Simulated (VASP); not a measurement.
Runs of VASP 6.6.1 on SiW (WC type). The structure is that of space group P-6m2 (No. 187), or close to it. The cells are those of the table. 

| task | cell | cutoff (eV) | gap on the mesh (eV) | pressure (GPa) |
| --- | --- | --- | --- | --- |
| relaxation of cell and atoms | relaxed to 160 GPa from a = 2.582, b = 2.582, c = 3.612 Å, angles 90.0, 90.0, 120.0°, 2 atoms | 600 | none | 160.0 |
| relaxation of cell and atoms | relaxed to 160 GPa from a = 2.937, b = 2.937, c = 2.878 Å, angles 90.0, 90.0, 120.0°, 2 atoms | 600 | none | 160.0 |
| single point | a = 2.582, b = 2.582, c = 3.612 Å, angles 90.0, 90.0, 120.0°, 2 atoms | 520 | none | (a) |
| single point | a = 2.581, b = 2.581, c = 3.609 Å, angles 90.0, 90.0, 120.0°, 2 atoms | 520 | none | 162.7 |

Alike in all rows: level PBE; potentials or basis VASP PAW PBE potentials, release 64 (W_sv, Si); no spin polarisation; k mesh 15 × 15 × 13; smearing fermi-dirac 0.1 eV.

Question: Estimate the missing entries.

Answer: (a) 161.7.

Caveats: spin-orbit coupling is left out, which moves the levels of the heavy elements; the cell is relaxed towards a set pressure, so the enthalpy falls and the energy may rise (some runs).

A k mesh can miss the band edges, and the runs leave out spin-orbit coupling on W.

A gap of «none» marks levels without a gap at the run's occupations.
